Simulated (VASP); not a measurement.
Set up this calculation in VASP 6.6.1, as the native input.

```
Task                   : single point
Functional             : BLYP
Potentials or basis    : VASP PAW PBE potentials, release 64 (Co)
Cutoff                 : 520 eV
k mesh                 : 12 × 12 × 12
Occupations            : fermi-dirac, width 0.05 eV
Spin                   : collinear spin, ferromagnetic start
Starting moments       : [-1.736, -1.736] μB
Dipole correction      : no
Further INCAR settings : ALGO = Normal; EDIFF = 1e-06; NBANDS = 20
```

The structure of Co lies in POSCAR:

```
Co
1.0
    0.0000000000      2.6121069496      2.6121069496
    2.6121069496      0.0000000000      2.6121069496
    2.6121069496      2.6121069496      0.0000000000
Co
2
Direct
    0.1250000000      0.1250000000      0.1250000000
    0.8750000000      0.8750000000      0.8750000000
```

This isn't the form of Co at room conditions, which is hcp.

One way to write it, as run:

INCAR

```
SYSTEM = Co
PREC = Accurate ; ENCUT = 520
EDIFF = 1E-6 ; ISMEAR = -1
SIGMA = 0.05 ; LREAL = .False.
LASPH = .True. ; NELM = 150
ALGO = Normal ; ISIF = 2
LWAVE = .False. ; LCHARG = .True.
ISPIN = 2 ; MAGMOM = -1.736 -1.736
LORBIT = 11 ; LMAXMIX = 4
GGA = B5 ; ALDAX = 1.0
AGGAX = 1.0 ; AGGAC = 1.0
ALDAC = 0.0 ; LELF = .True.
LVHAR = .True. ; NBANDS = 20
```

KPOINTS

```
Automatic mesh
0
Gamma
  12 12 12
  0 0 0
```

Potentials or basis: VASP PAW PBE potentials, release 64 (Co).

Run with:

```console
$ cat potpaw_PBE.64/Co/POTCAR > POTCAR
$ mpirun -np 1 vasp_std > vasp.out
```

Results of the run:

```json
{
  "Pressure": "-3.4 GPa",
  "Net moment": "-3.45 μB per cell",
  "Site moments": "Co -1.73 μB",
  "Valence electrons inside the program's atomic spheres": "Co 8.11"
}
```

Caveat: the cell stands under tension; the PAW data sets were made with another functional, which shifts forces and pressure a little.

Run time: 2.1 min on 1 thread of Intel(R) Xeon(R) 6975P-C (Granite Rapids) (shared host), peak memory 0.22 GiB.
